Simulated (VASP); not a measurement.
Here is a VASP 6.6.1 calculation.

The input INCAR:

```
SYSTEM = Al5As
  PREC = Accurate
  ENCUT = 600
  EDIFF = 1E-6
  ISMEAR = 0
  SIGMA = 0.1
  LREAL = .False.
  LASPH = .True.
  NELM = 60
  ALGO = Normal
  ISIF = 3
  LWAVE = .False.
  LCHARG = .False.
  GGA = PE
  IBRION = 2
  NSW = 90
  EDIFFG = -0.04
```

The input KPOINTS:

```
Automatic mesh
0
Gamma
  6 6 2
  0 0 0
```

Contents of POSCAR:

```
Al5As
1.0
    4.2555763600      0.0000000000      0.0000000000
   -2.1277881800      3.6854372300      0.0000000000
    0.0000000000      0.0000000000      7.9045706200
Al As
5 1
Direct
    0.3333333300      0.6666666700      0.1924413800
    0.3333333300      0.6666666700      0.8075586200
    0.6666666700      0.3333333300      0.8075586200
    0.6666666700      0.3333333300      0.1924413800
    0.0000000000      0.0000000000      0.5000000000
    0.0000000000      0.0000000000      0.0000000000
```

Potentials or basis: VASP PAW PBE potentials, release 64 (Al, As).

The run is started by

```bash
$ cat potpaw_PBE.64/Al/POTCAR potpaw_PBE.64/As/POTCAR > POTCAR
$ mpirun -np 1 vasp_std > vasp.out
```

(1) Predict the band gap on the k mesh.

(2) Estimate the space group after relaxing (to 0.1 Å).

(3) What does it give for the relaxed cell?

## Answers

(1) zero (bands 10 and 11 overlap by 1.58 eV).

(2) P6/mmm (No. 191).

(3) a = 4.511 Å, b = 4.511 Å, c = 6.144 Å, α = 90.00°, β = 90.00°, γ = 120.00°.

Caveat: the k points lie up to 0.51 Å⁻¹ apart in the final cell, too coarse for converged energies and pressures of a metal; a cell axis changed by over 15 % at a fixed basis, so the end point is rough.
